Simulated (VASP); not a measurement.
NaH:

```
Na H
1.0
     0.00000    2.39751    2.39751
     2.39751    0.00000    2.39751
     2.39751    2.39751    0.00000
Na H
1 1
Direct
  0.00000 0.00000 0.00000
  0.50000 0.50000 0.50000
```

Base run:

* Program: VASP 6.6.1
* Functional: PBE0
* Potentials or basis: VASP PAW PBE potentials, release 64 (Na_pv, H)
* Cutoff: 520 eV
* k mesh: 6 × 6 × 6
* Occupations: gaussian, width 0.01 eV
* Spin: no spin polarisation

Its results: band gap on the k mesh 5.63 eV (least direct gap 6.56 eV); pressure 0.2 GPa.

The run is repeated on the same cell with these changes: functional from PBE0 to HSE06; further incar settings from ALGO = Normal; EDIFF = 1e-06; NBANDS = 11 to ALGO = Normal; EDIFF = 1e-07; NBANDS = 11. What comes out?

Band gap on the k mesh 4.89 eV (least direct gap 5.81 eV); pressure 0.2 GPa.

Caveats: the PAW data sets were made with another functional, which shifts forces and pressure a little.

A k mesh can miss the band edges.
